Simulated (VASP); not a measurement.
Wanted: the native input for a VASP 6.6.1 run.

```yaml
Task: single point
Functional: PBE
Potentials_or_basis: VASP PAW PBE potentials, release 64 (In_d, P)
Cutoff: 520 eV
k_mesh: 6 × 6 × 6
Occupations: gaussian, width 0.01 eV
Spin: no spin polarisation
Dipole_correction: no
Further_INCAR_settings: ALGO = Normal; EDIFF = 1e-06; NBANDS = 16
```

The structure of InP lies in POSCAR:

```
InP
1.0
    4.2140892205      0.0000000000      0.0000000000
    2.1070446103      3.6495083188      0.0000000000
    2.1070446103      1.2165027729      3.4407894403
In P
1 1
Direct
    0.0000000000      0.0000000000      0.0000000000
    0.2500000000      0.2500000000      0.2500000000
```

One way to write it, as run:

INCAR

```
SYSTEM = InP
  PREC = Accurate
  ENCUT = 520
  EDIFF = 1E-6
  ISMEAR = 0
  SIGMA = 0.01
  LREAL = .False.
  LASPH = .True.
  NELM = 100
  ALGO = Normal
  ISIF = 2
  LWAVE = .False.
  LCHARG = .False.
  GGA = PE
  NBANDS = 16
```

KPOINTS

```
regular mesh
0
Gamma
  6 6 6
  0 0 0
```

Potentials or basis: VASP PAW PBE potentials, release 64 (In_d, P).

Launch:

```sh
$ cat potpaw_PBE.64/In_d/POTCAR potpaw_PBE.64/P/POTCAR > POTCAR
$ mpirun -np 1 vasp_std > vasp.out
```

It gave:

- Pressure: -0.1 GPa
- Band gap on the k mesh: 0.44 eV, direct

Caveat: spin-orbit coupling is left out, which moves the levels of the heavy elements.

Run time: 19 s on 1 thread of Intel(R) Xeon(R) Platinum 8488C (Sapphire Rapids), on a shared host, peak memory 0.18 GiB.
